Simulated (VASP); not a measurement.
Runs of VASP 6.6.1 on Si. The structure is hexagonal, space group P6_3/mmc (No. 194). Conventional cell: a = 2.444 Å, b = 2.444 Å, c = 4.152 Å, α = 90.00°, β = 90.00°, γ = 120.00°. Within 3.2 Å of Si (site symmetry -6m2) lie 12 Si at 2.44 to 2.51 Å. 

```csv
k mesh,gap on the mesh (eV),pressure (GPa)
3 × 3 × 2,none,50.3
5 × 5 × 3,none,47.6
8 × 8 × 4,none,49.6
6 × 6 × 4,none,47.6
13 × 13 × 7,none,(a)
```

Alike in all rows: task single point; level PBE; potentials or basis VASP PAW PBE potentials, release 64 (Si); no spin polarisation; cell as given; cutoff (eV) 500; smearing fermi-dirac 0.1 eV.

Fill in the values left out.

(a) 49.3.

Caveats: some runs use coarse meshes.

A gap of «none» marks levels without a gap at the run's occupations.
